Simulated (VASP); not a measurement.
A run of VASP 6.6.1:

The input INCAR:

```
ALGO = Normal
EDIFF = 1E-6
ENCUT = 520
GGA = PS
ISIF = 2
ISMEAR = -1
LASPH = True
LCHARG = False
LREAL = False
LWAVE = False
NBANDS = 30
NELM = 100
PREC = Accurate
SIGMA = 0.1
```

File KPOINTS:

```
k-points
0
Gamma
  4 4 2
```

Contents of POSCAR:

```
LaAl2Ge2
1.0
    4.2970000000      0.0000000000      0.0000000000
   -2.1485000000      3.7213111600      0.0000000000
    0.0000000000      0.0000000000      7.0130000000
La Al Ge
1 2 2
Direct
    0.0000000000      0.0000000000      0.0000000000
    0.3333333333      0.6666666667      0.6387000000
    0.6666666667      0.3333333333      0.3613000000
    0.3333333333      0.6666666667      0.2719200000
    0.6666666667      0.3333333333      0.7280800000
```

Potentials or basis: VASP PAW PBE potentials, release 64 (La, Al, Ge_d).

The run is started by

```sh
$ cat potpaw_PBE.64/La/POTCAR potpaw_PBE.64/Al/POTCAR potpaw_PBE.64/Ge_d/POTCAR > POTCAR
$ mpirun -np 1 vasp_std > vasp.out
```

Hardware: 1 thread of Intel(R) Xeon(R) Platinum 8488C (Sapphire Rapids), with other jobs on the host.

Task: Estimate the wall time of this run.

Result: Run time: 40 s on 1 thread of Intel(R) Xeon(R) Platinum 8488C (Sapphire Rapids) (shared host), peak memory 0.24 GiB. Counts: scf iterations 15, k points 8.
